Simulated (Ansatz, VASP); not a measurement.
## Two plane-wave programs on MgS

Contents of POSCAR:

```
MgS
1.0
    0.0000000000      2.6015179373      2.6015179373
    2.6015179373      0.0000000000      2.6015179373
    2.6015179373      2.6015179373      0.0000000000
Mg S
1 1
Direct
    0.0000000000      0.0000000000      0.0000000000
    0.5000000000      0.5000000000      0.5000000000
```

File INCAR.step1:

```
SYSTEM = MgS
  ALGO = Normal
  EDIFF = 1E-5
  ENCUT = 520
  GGA = PE
  ISIF = 2
  ISMEAR = -1
  LASPH = .TRUE.
  LCHARG = .FALSE.
  LREAL = .FALSE.
  LWAVE = .TRUE.
  NBANDS = 11
  NELM = 100
  PREC = Accurate
  SIGMA = 0.2
```

File INCAR.step2:

```
SYSTEM = MgS
  ALGO = Normal
  EDIFF = 1E-6
  ENCUT = 520
  GGA = PE
  HFSCREEN = 0.2079
  ISIF = 2
  ISMEAR = -1
  ISTART = 1
  LASPH = .TRUE.
  LCHARG = .FALSE.
  LHFCALC = .TRUE.
  LREAL = .FALSE.
  LWAVE = .FALSE.
  NBANDS = 11
  NELM = 100
  PREC = Accurate
  PRECFOCK = Normal
  SIGMA = 0.2
```

The input KPOINTS:

```
k-points
0
G
  4 4 4
  0 0 0
```

Input for Ansatz:

```yaml
crystal:
  lattice:
    - [0.0, 2.6015179373, 2.6015179373]
    - [2.6015179373, 0.0, 2.6015179373]
    - [2.6015179373, 2.6015179373, 0.0]
  atoms:
    - { symbol: Mg, position: [0.0, 0.0, 0.0] }
    - { symbol: S, position: [0.5, 0.5, 0.5] }
kpoints:
  mp_grid: { grid: [4, 4, 4] }
hamiltonian:
  xc: hse06
scf:
  occupations: { method: fermi_dirac, width: 0.2 }
  n_extra_bands: 4
output:
  forces: true
  stress: true
  eigenvalues: true
```

Alike in both runs: task single point; functional HSE06; k mesh 4 × 4 × 4; occupations fermi-dirac, width 0.2 eV; no spin polarisation.

|  | VASP | Ansatz |
| --- | --- | --- |
| version | VASP 6.6.1 | Ansatz 0.2.0 |
| potentials or method | VASP PAW PBE potentials, release 64 (Mg, S) | plane waves |
| plane-wave cutoff (eV) | 520 | 420 |
| valence electrons in the cell | 8 | 16 |

Ansatz gave:

| Property | Result |
| --- | --- |
| pressure (GPa) | -0.1 |

Q: Which values does VASP return?

A: Pressure (GPa): -0.4.

The functional is the same, so the differences come from potentials, cutoffs and numerics. VASP's potentials hold 8 valence electrons a cell and Ansatz's 16, so a difference there can come from the potentials and not from the codes. Ansatz's warnings: stress exchange threshold loose, stress scf threshold loose.

The k mesh is coarse, so the values compare programs but aren't converged.
